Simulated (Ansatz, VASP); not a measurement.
## One calculation of Cd3S2Cl2, two programs

Contents of INCAR:

```
ALGO = Normal ; EDIFF = 1E-6
ENCUT = 520 ; GGA = PS
ISIF = 2 ; ISMEAR = -1
LASPH = T ; LCHARG = F
LREAL = F ; LWAVE = F
NBANDS = 75 ; NELM = 80
PREC = Accurate ; SIGMA = 0.1
```

File KPOINTS:

```
k-points
0
Gamma
  4 4 4
```

POSCAR

```
Cd3S2Cl2
1.0
   -4.4339030000      4.4339030000      4.4339030000
    4.4339030000     -4.4339030000      4.4339030000
    4.4339030000      4.4339030000     -4.4339030000
Cd S Cl
6 4 4
Direct
    0.2500000000      0.5529000000      0.3029000000
    0.7500000000      0.9471000000      0.1971000000
    0.3029000000      0.2500000000      0.5529000000
    0.1971000000      0.7500000000      0.9471000000
    0.5529000000      0.3029000000      0.2500000000
    0.9471000000      0.1971000000      0.7500000000
    0.5418000000      0.5418000000      0.5418000000
    0.5000000000      0.0000000000      0.9582000000
    0.9582000000      0.5000000000      0.0000000000
    0.0000000000      0.9582000000      0.5000000000
    0.0214000000      0.0214000000      0.0214000000
    0.5000000000      0.0000000000      0.4786000000
    0.4786000000      0.5000000000      0.0000000000
    0.0000000000      0.4786000000      0.5000000000
```

Input for Ansatz:

```yaml
crystal:
  lattice:
    - [-4.433903, 4.433903, 4.433903]
    - [4.433903, -4.433903, 4.433903]
    - [4.433903, 4.433903, -4.433903]
  atoms:
    - { symbol: Cd, position: [0.25, 0.5529, 0.3029] }
    - { symbol: Cd, position: [0.75, 0.9471, 0.1971] }
    - { symbol: Cd, position: [0.3029, 0.25, 0.5529] }
    - { symbol: Cd, position: [0.1971, 0.75, 0.9471] }
    - { symbol: Cd, position: [0.5529, 0.3029, 0.25] }
    - { symbol: Cd, position: [0.9471, 0.1971, 0.75] }
    - { symbol: S, position: [0.5418, 0.5418, 0.5418] }
    - { symbol: S, position: [0.5, 0.0, 0.9582] }
    - { symbol: S, position: [0.9582, 0.5, 0.0] }
    - { symbol: S, position: [0.0, 0.9582, 0.5] }
    - { symbol: Cl, position: [0.0214, 0.0214, 0.0214] }
    - { symbol: Cl, position: [0.5, 0.0, 0.4786] }
    - { symbol: Cl, position: [0.4786, 0.5, 0.0] }
    - { symbol: Cl, position: [0.0, 0.4786, 0.5] }
  symmetry: { tolerance: 0.0003 }
kpoints:
  mp_grid: { grid: [4, 4, 4], shift: [0, 0, 0] }
  band_path:
    path:
      - [0.0, 0.0, 0.0]
      - [0.5, -0.5, 0.5]
      - [0.0, 0.0, 0.5]
      - [0.0, 0.0, 0.0]
      - [0.25, 0.25, 0.25]
      - [0.5, -0.5, 0.5]
    npoints: 10
magnetization:
  spin_polarized: false
scf:
  occupations: { method: fermi_dirac }
  lower_state_search: "off"
  max_iter: 200
hamiltonian:
  pseudopotentials: { kind: paw }
  xc: pbesol
basis:
  ecutwfc: 420
  fft_grid_basis: typed
output:
  forces: true
  stress: true
  eigenvalues: true
  bader: true
  populations: true
  elf: true
  write_potential: true
  volumetric_format: npy
  dos:
    e_range: [-12, 8]
    de: 0.05
    projected: { site_lists: { Cd: [Cd], Cl: [Cl], S: [S] } }
checkpoint:
  read: saved_state
```

Alike in both runs: task single point; functional PBEsol; k mesh 4 × 4 × 4; no spin polarisation.

```csv
,VASP,Ansatz
version,VASP 6.6.1,Ansatz 0.2.0
potentials or method,"VASP PAW PBE potentials, release 64 (Cd, S, Cl), cutoff 520 eV",PAW plane waves
occupations,"fermi-dirac, width 0.1 eV",fermi-dirac
valence electrons in the cell,124,172
```

VASP gave:

- pressure (GPa): -0.5
- rms of the force components (eV/Å): 0.145

Problem. Estimate Ansatz's values.

Solution. Pressure (GPa): -0.8; rms of the force components (eV/Å): 0.152.

VASP's potentials were made for PBE, not for PBEsol. Atom by atom the forces differ by 0.029 eV/Å (rms over components). VASP's potentials hold 124 valence electrons a cell and Ansatz's 172, so a difference there can come from the potentials and not from the codes.
